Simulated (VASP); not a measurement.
# Al (P6_3/mmc) in VASP: notebook

Runs on Al. Level: revPBE. Tasks: single point.

Program: VASP 6.6.1. These are calculated values, not measurements. Logs are shortened: lines on timing, memory, paths and dates and some standing lists are left out, and cuts for length are marked.

### Step 1. The cell of the first run

It takes space group P6_3/mmc (No. 194, hexagonal). The conventional cell has a = 2.893 Å, b = 2.893 Å, c = 4.653 Å, α = 90.00°, β = 90.00°, γ = 120.00°. Al (site symmetry -6m2) has 12 Al at 2.86 to 2.89 Å within 3.8 Å.

### Step 2. Single point, revPBE

INCAR

```
SYSTEM = Al
ALGO = Normal
EDIFF = 1E-7
ENCUT = 520
GGA = RE
ISIF = 2
ISMEAR = -1
LASPH = .True.
LCHARG = .False.
LREAL = .False.
LWAVE = .False.
NBANDS = 10
NELM = 100
PREC = Accurate
SIGMA = 0.1
```

KPOINTS

```
k-points
0
Gamma
  14 14 8
  0 0 0
```

POSCAR

```
Al
1.0
    2.8926202137      0.0000000000      0.0000000000
   -1.4463101069      2.5050825886      0.0000000000
    0.0000000000      0.0000000000      4.6533925507
Al
2
Direct
    0.3333333333      0.6666666667      0.2500000000
    0.6666666667      0.3333333333      0.7500000000
```

Potentials or basis: VASP PAW PBE potentials, release 64 (Al).

The run is started by

```bash
cat potpaw_PBE.64/Al/POTCAR > POTCAR
mpirun -np 1 vasp_std > vasp.out
```

OUTCAR:

```text
SYSTEM = Al
   EDIFF = 1E-7
   ENCUT = 520
   GGA = RE
   ISIF = 2
   ISMEAR = -1
   LASPH = .True.
   LREAL = .False.
   NELM = 100
   PREC = Accurate

 ion  position               nearest neighbor table
   1  0.333  0.667  0.250-   2 2.86   2 2.86   2 2.86   2 2.86   2 2.86   2 2.86
   2  0.667  0.333  0.750-   1 2.86   1 2.86   1 2.86   1 2.86   1 2.86   1 2.86

  LATTYP: Found a hexagonal cell.
 ALAT       =     2.8926202137
 C/A-ratio  =     1.6087118968

  Lattice vectors:

 A1 = (   2.8926202137,   0.0000000000,   0.0000000000)
 A2 = (  -1.4463101069,   2.5050825886,   0.0000000000)
 A3 = (   0.0000000000,   0.0000000000,   4.6533925507)

Analysis of symmetry for initial positions (statically):
=====================================================================
 Subroutine PRICEL returns:
 Original cell was already a primitive cell.

 Routine SETGRP: Setting up the symmetry group for a
 hexagonal supercell.

 Subroutine GETGRP returns: Found 24 space group operations
 (whereof 12 operations were pure point group operations)
 out of a pool of 24 trial point group operations.

The static configuration has the point symmetry D_3d.
 The point group associated with its full space group is D_6h.

Analysis of symmetry for dynamics (positions and initial velocities):
=====================================================================
 Subroutine PRICEL returns:
 Original cell was already a primitive cell.

 Routine SETGRP: Setting up the symmetry group for a
 hexagonal supercell.

 Subroutine GETGRP returns: Found 24 space group operations
 (whereof 12 operations were pure point group operations)
 out of a pool of 24 trial point group operations.

The dynamic configuration has the point symmetry D_3d.
 The point group associated with its full space group is D_6h.

 Subroutine INISYM returns: Found 24 space group operations
 (whereof 12 operations are pure point group operations),
 and found     1 'primitive' translations

----------------------------------------------------------------------------------------

                                     Primitive cell

  volume of cell :      33.7197

  direct lattice vectors                    reciprocal lattice vectors
     2.892620214  0.000000000  0.000000000     0.345707326  0.199594218  0.000000000
    -1.446310107  2.505082589  0.000000000     0.000000000  0.399188436  0.000000000
     0.000000000  0.000000000  4.653392551     0.000000000  0.000000000  0.214896979

  length of vectors
[... 84 lines left out ...]
   EDIFFG = 0.1E-05   stopping-criterion for IOM
   NSW    =      0    number of steps for IOM
   IBRION =     -1    ionic relax: 0-MD 1-quasi-New 2-CG
   NFREE  =      0    steps in history (QN), initial steepest desc. (CG)
   ISIF   =      2    stress and relaxation
   ISYM   =      2    0-nonsym 1-usesym 2-fastsym
   POTIM  = 0.5000    time-step for ionic-motion
   TEBEG  =    0.0;   TEEND  =   0.0 temperature during run
   PSTRESS=    0.0 pullay stress
   NELECT =       6.0000    total number of electrons
   NUPDOWN=      -1.0000    fix difference up-down
   EMIN   =  10.00;   EMAX   =-10.00  energy-range for DOS
   EFERMI =   0.00;   METHOD = LEGACY
   ISMEAR =    -1;   SIGMA  =   0.10  broadening in eV -4-tet -1-fermi 0-gaus
   EFERMI_NEDOS =   21; number of points for ismear=-14 and -15
   IALGO  =     38    algorithm
   IMIX   =      4    mixing-type and parameters
     AMIX     =   0.40;   BMIX     =  1.00
     AMIX_MAG =   1.60;   BMIX_MAG =  1.00
  volume/ion in A,a.u.               =      16.86       113.78
  Fermi-wavevector in a.u.,A,eV,Ry     =   0.920798  1.740055 11.535948  0.847868
  Thomas-Fermi vector in A             =   2.046143
   LORBIT       =      0    0 simple, 1 ext, 2 COOP (PROOUT), +10 PAW based schemes
   GGA     = RE    functional components
   LHFCALC =     F    Hartree Fock is set to
   AEXX    =    0.0000 exact exchange contribution
   IVDW    =     0    specifies the selected vdW correction
   LEPSILON=     F    determine dielectric tensor
   LRPA    =     F    only Hartree local field effects (RPA)
 non-spin polarized calculation
  energy-cutoff  :      520.00
  volume of cell :       33.72
 maximum number of plane-waves:       941
 NGX is ok and might be reduce to    24
   NGX = 11   NGY = 11   NGZ = 17

 number of electron       6.0000000 magnetization

 Free energy of the ion-electron system (eV)
  ---------------------------------------------------
  ext. energy  EPLUGINS =         0.00000000
  ---------------------------------------------------
  free energy    TOTEN  =        -7.05034290 eV

  energy without entropy =       -7.02106408  energy(sigma->0) =       -7.03570349

 E-fermi :   7.8547     XC(G=0): -10.0794

 val. band max:        7.8216242358   @ k =   0.2857   0.0714   0.2500
 cond. band min:       7.9129507374   @ k =   0.3571   0.2143   0.1250
 fundamental gap:      0.0913265015
 Fermi energy:         7.8547074487

 k-point     1 :       0.0000    0.0000    0.0000
  band No.  band energies     occupation
      1      -3.1398      2.00000
      2       3.4080      2.00000
      3       3.6976      2.00000
      4      18.0345      0.00000
      5      18.0345      0.00000
      6      18.5195      0.00000
      7      18.5195      0.00000
      8      19.9718      0.00000
      9      21.4480      0.00000
     10      22.3978      0.00000
[... 287 lines left out ...]
 k-point    24 :       0.3571    0.2857    0.0000
  band No.  band energies     occupation
      1       3.9054      2.00000
      2       4.1059      2.00000
      3       5.6066      2.00000
      4       9.7813      0.00000
      5      10.2803      0.00000
      6      10.4356      0.00000
      7      11.4757      0.00000
      8      12.3353      0.00000
      9      12.7140      0.00000
     10      24.0248      0.00000

 [... further k-points ...]
[... 5 lines left out ...]
  --------------------------------------------------------------------------------------
  -------------------------------------------------------------------------------------
  Total       -0.1399239     -0.1399239      0.2148602      0.0000000      0.0000000      0.0000000
  in kB       -6.6484338     -6.6484338     10.2090027      0.0000000      0.0000000      0.0000000
  external PRESSURE =      -1.0292883 kB  Pullay stress =       0.0000000 kB

 VOLUME and BASIS-vectors are now :
 -----------------------------------------------------------------------------
  energy-cutoff  :      520.00
  volume of cell :       33.72
      direct lattice vectors                 reciprocal lattice vectors
     2.892620214  0.000000000  0.000000000     0.345707326  0.199594218  0.000000000
    -1.446310107  2.505082589  0.000000000     0.000000000  0.399188436  0.000000000
     0.000000000  0.000000000  4.653392551     0.000000000  0.000000000  0.214896979

 POSITION                                       TOTAL-FORCE (eV/Angst)
 -----------------------------------------------------------------------------------
     -0.00000      1.67006      1.16335         0.000000      0.000000      0.000000
      1.44631      0.83503      3.49004        -0.000000     -0.000000      0.000000
 -----------------------------------------------------------------------------------
    total drift:                                0.000000     -0.000000      0.000000

  FREE ENERGIE OF THE ION-ELECTRON SYSTEM (eV)
  ---------------------------------------------------
  free  energy   TOTEN  =        -7.0503428996 eV

  energy  without entropy=       -7.0210640782  energy(sigma->0) =       -7.03570349
```

stdout:

```text
POSCAR found type information on POSCAR Al
 POSCAR found :  1 types and       2 ions
 scaLAPACK will be used
 -----------------------------------------------------------------------------
|                                                                             |
|                                                                             |
|     You enforced a specific xc type in the INCAR file but a different       |
|     I HOPE YOU KNOW WHAT YOU ARE DOING!                                     |
|                                                                             |
 -----------------------------------------------------------------------------

 LDA part: xc-table for (Slater+PW92), standard interpolation
 POSCAR, INCAR and KPOINTS ok, starting setup
 FFT: planning ... GRIDC
 FFT: planning ... GRID_SOFT
 FFT: planning ... GRID
 WAVECAR not read
 entering main loop
```

It took 12 s on 1 thread of Intel Xeon 6975P-C (Granite Rapids), shared host; peak memory 0.16 GiB.

What came out:

* Free energy: -7.0503 eV
* Pressure: -0.1 GPa
* Band gap on the k mesh: zero (band 3 reaches 12.20 eV, above the bottom of band 4 at 4.64 eV)

Caveat: the PAW data sets were made with another functional, which shifts forces and pressure a little.

### Step 3. Single point, revPBE (volume scaled by 1.04)

INCAR

```
PREC = Accurate
ENCUT = 520
EDIFF = 1E-6
ISMEAR = -1
SIGMA = 0.1
LREAL = F
LASPH = T
NELM = 100
ALGO = Normal
ISIF = 2
LWAVE = F
LCHARG = F
GGA = RE
NBANDS = 10
```

KPOINTS

```
Automatic mesh
0
Gamma
  14 14 8
```

POSCAR

```
Al
1.0
    2.9306853712      0.0000000000      0.0000000000
   -1.4653426856      2.5380479820      0.0000000000
    0.0000000000      0.0000000000      4.7146284224
Al
2
Direct
    0.3333333333      0.6666666667      0.2500000000
    0.6666666667      0.3333333333      0.7500000000
```

Potentials or basis: VASP PAW PBE potentials, release 64 (Al).

The run is started by

```bash
cat potpaw_PBE.64/Al/POTCAR > POTCAR
mpirun -np 1 vasp_std > vasp.out
```

OUTCAR:

```text
PREC = Accurate
   ENCUT = 520
   EDIFF = 1E-6
   ISMEAR = -1
   LREAL = F
   LASPH = T
   NELM = 100
   ISIF = 2
   GGA = RE

 ion  position               nearest neighbor table
   1  0.333  0.667  0.250-   2 2.90   2 2.90   2 2.90   2 2.90   2 2.90   2 2.90
   2  0.667  0.333  0.750-   1 2.90   1 2.90   1 2.90   1 2.90   1 2.90   1 2.90

  LATTYP: Found a hexagonal cell.
 ALAT       =     2.9306853712
 C/A-ratio  =     1.6087118968

  Lattice vectors:

 A1 = (   2.9306853712,   0.0000000000,   0.0000000000)
[... 490 lines left out ...]
      4       9.3577      0.00000
      5       9.8102      0.00000
      6      10.0175      0.00000
      7      10.8294      0.00000
      8      11.9379      0.00000
      9      12.0612      0.00000
     10      23.2229      0.00000

 [... further k-points ...]
[... 5 lines left out ...]
  --------------------------------------------------------------------------------------
  -------------------------------------------------------------------------------------
  Total       -0.6998696     -0.6998696     -0.3864842      0.0000000     -0.0000000     -0.0000000
  in kB      -31.9750468    -31.9750468    -17.6573620      0.0000000     -0.0000000     -0.0000000
  external PRESSURE =     -27.2024852 kB  Pullay stress =       0.0000000 kB

 VOLUME and BASIS-vectors are now :
 -----------------------------------------------------------------------------
  energy-cutoff  :      520.00
  volume of cell :       35.07
      direct lattice vectors                 reciprocal lattice vectors
     2.930685371  0.000000000  0.000000000     0.341217112  0.197001792  0.000000000
    -1.465342686  2.538047982  0.000000000     0.000000000  0.394003583  0.000000000
     0.000000000  0.000000000  4.714628422     0.000000000  0.000000000  0.212105793

 POSITION                                       TOTAL-FORCE (eV/Angst)
 -----------------------------------------------------------------------------------
     -0.00000      1.69203      1.17866        -0.000000      0.000000      0.000000
      1.46534      0.84602      3.53597         0.000000     -0.000000      0.000000
 -----------------------------------------------------------------------------------
    total drift:                                0.000000     -0.000000     -0.000000

  FREE ENERGIE OF THE ION-ELECTRON SYSTEM (eV)
  ---------------------------------------------------
  free  energy   TOTEN  =        -7.0381283052 eV

  energy  without entropy=       -7.0075464914  energy(sigma->0) =       -7.02283740
```

OSZICAR:

```text
N       E                     dE             d eps       ncg     rms          rms(c)
DAV:   1    -0.471430886162E-02   -0.47143E-02   -0.22961E+03  2400   0.471E+02
DAV:   2    -0.691707855221E+01   -0.69124E+01   -0.65707E+01  3142   0.515E+01
DAV:   3    -0.708336111803E+01   -0.16628E+00   -0.16475E+00  3274   0.648E+00
DAV:   4    -0.708401650695E+01   -0.65539E-03   -0.65527E-03  2844   0.458E-01
DAV:   5    -0.708402196755E+01   -0.54606E-05   -0.54606E-05  2910   0.435E-02    0.226E+00
DAV:   6    -0.705782846830E+01    0.26193E-01   -0.33671E-03  2670   0.358E-01    0.130E+00
DAV:   7    -0.703828311338E+01    0.19545E-01   -0.96957E-03  2580   0.558E-01    0.189E-01
DAV:   8    -0.703813467041E+01    0.14844E-03   -0.86398E-05  3638   0.537E-02    0.270E-02
DAV:   9    -0.703812923884E+01    0.54316E-05   -0.22839E-06  2750   0.816E-03    0.158E-03
DAV:  10    -0.703812830518E+01    0.93366E-06   -0.32210E-08  1520   0.113E-03
   1 F= -.70381283E+01 E0= -.70228374E+01  d E =-.305818E-01
```

stdout:

```text
POSCAR found type information on POSCAR Al
 POSCAR found :  1 types and       2 ions
 scaLAPACK will be used
 -----------------------------------------------------------------------------
|                                                                             |
|                                                                             |
|     You enforced a specific xc type in the INCAR file but a different       |
|     I HOPE YOU KNOW WHAT YOU ARE DOING!                                     |
|                                                                             |
 -----------------------------------------------------------------------------

 LDA part: xc-table for (Slater+PW92), standard interpolation
 POSCAR, INCAR and KPOINTS ok, starting setup
 FFT: planning ... GRIDC
 FFT: planning ... GRID_SOFT
 FFT: planning ... GRID
 WAVECAR not read
 entering main loop
```

It took 14 s on 1 thread of Intel Xeon 6975P-C (Granite Rapids), shared host; peak memory 0.16 GiB.

What came out:

```yaml
Free_energy: -7.0381 eV
Pressure: -2.7 GPa
Band_gap_on_the_k_mesh: zero (band 3 reaches 11.72 eV, above the bottom of band 4 at 4.29 eV)
```

Stress tensor (GPa, compression positive):
```
-3.20  0.00  0.00
 0.00 -3.20  0.00
 0.00  0.00 -1.77
```

Levels at points of the mesh, in eV from the Fermi level:
```tsv
k point	band 1	band 2	band 3	band 4	band 5	band 6
(0.00, 0.00, 0.00)	-10.72	-4.29	-4.10	9.87	9.87	10.45
(0.50, 0.00, 0.00)	-5.23	-4.95	0.62	1.18	1.58	1.73
(0.00, 0.00, 0.50)	-9.07	-9.07	3.60	3.60	11.20	11.20
(0.50, 0.00, 0.50)	-3.78	-3.78	-3.16	-3.16	6.61	6.61
```

Caveat: the PAW data sets were made with another functional, which shifts forces and pressure a little.

### Step 4. Single point, revPBE (volume scaled by 1.08)

INCAR

```
SYSTEM = Al
PREC = Accurate
ENCUT = 520
EDIFF = 1E-7
ISMEAR = -1
SIGMA = 0.1
LREAL = .False.
LASPH = .True.
NELM = 100
ALGO = Normal
ISIF = 2
LWAVE = .False.
LCHARG = .True.
GGA = RE
LELF = .True.
LVHAR = .True.
NBANDS = 10
```

KPOINTS

```
regular mesh
0
Gamma
  14 14 8
  0 0 0
```

POSCAR

```
Al
1.0
    2.9677865930      0.0000000000      0.0000000000
   -1.4838932965      2.5701785826      0.0000000000
    0.0000000000      0.0000000000      4.7743135992
Al
2
Direct
    0.3333333333      0.6666666667      0.2500000000
    0.6666666667      0.3333333333      0.7500000000
```

The run is started by

```bash
cat potpaw_PBE.64/Al/POTCAR > POTCAR
mpirun -np 1 vasp_std > vasp.out
```

It took 12 s on 1 thread of Intel Xeon 6975P-C (Granite Rapids), shared host; peak memory 0.16 GiB.

The run converged. Its results:

```
Free energy            : -7.0062 eV
Pressure               : -4.8 GPa
Band gap on the k mesh : zero (band 3 reaches 11.27 eV, above the bottom of band 4 at 3.97 eV)
```

Stress tensor (GPa, compression positive):
```
-5.22  0.00  0.00
 0.00 -5.22  0.00
 0.00  0.00 -3.97
```

Levels at points of the mesh, in eV from the Fermi level:
```csv
k point,band 1,band 2,band 3,band 4,band 5,band 6
"(0.00, 0.00, 0.00)",-10.47,-4.14,-4.05,9.58,9.58,10.25
"(0.50, 0.00, 0.00)",-5.13,-4.80,0.63,1.12,1.62,1.62
"(0.00, 0.00, 0.50)",-8.85,-8.85,3.52,3.52,10.92,10.92
"(0.50, 0.00, 0.50)",-3.67,-3.67,-3.10,-3.10,6.43,6.43
```

Caveat: the PAW data sets were made with another functional, which shifts forces and pressure a little.

### Step 5. Overview

```tsv
cell	gap on the mesh (eV)	pressure (GPa)
a = 2.893, b = 2.893, c = 4.653 Å, angles 90.0, 90.0, 120.0°, 2 atoms	none	-0.1
a = 2.931, b = 2.931, c = 4.715 Å, angles 90.0, 90.0, 120.0°, 2 atoms	none	-2.7
a = 2.968, b = 2.968, c = 4.774 Å, angles 90.0, 90.0, 120.0°, 2 atoms	none	-4.8
```

Alike in all rows: task single point; level revPBE; potentials or basis VASP PAW PBE potentials, release 64 (Al); no spin polarisation; k mesh 14 × 14 × 8; cutoff (eV) 520; smearing fermi-dirac 0.1 eV.

Caveats: the PAW data sets were made with another functional, which shifts forces and pressure a little.

Absolute energies hang on the potentials; compare differences alone.
